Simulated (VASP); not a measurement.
Input of a VASP 6.6.1 run:

File INCAR:

```
PREC = Accurate
ENCUT = 520
EDIFF = 1E-7
ISMEAR = -1
SIGMA = 0.05
LREAL = False
LASPH = True
NELM = 60
ALGO = Normal
ISIF = 2
LWAVE = False
LCHARG = False
GGA = PE
NBANDS = 12
```

Contents of KPOINTS:

```
Automatic mesh
0
Gamma
  15 15 15
```

The input POSCAR:

```
Ti
1.0
    0.0203000000      2.0401500000      2.0401500000
    2.0401500000      0.0203000000      2.0401500000
    2.0401500000      2.0401500000      0.0203000000
Ti
1
Direct
    0.0000000000      0.0000000000      0.0000000000
```

Potentials or basis: VASP PAW PBE potentials, release 64 (Ti_sv).

Launch:

```bash
$ cat potpaw_PBE.64/Ti_sv/POTCAR > POTCAR
$ mpirun -np 1 vasp_std > vasp.out
```

Task: Predict the band gap on the k mesh.

Result: Zero (bands 6 and 7 overlap by 1.11 eV).

Task: What does it give for the pressure?

Result: 4.2 GPa.

Stress tensor (GPa, compression positive):
```
 4.15 -0.61 -0.61
-0.61  4.15 -0.61
-0.61 -0.61  4.15
```

Caveat: the cell differs from its parent crystal (equal xy, yz and zx shear strains of +1 %); the cell stands under pressure.
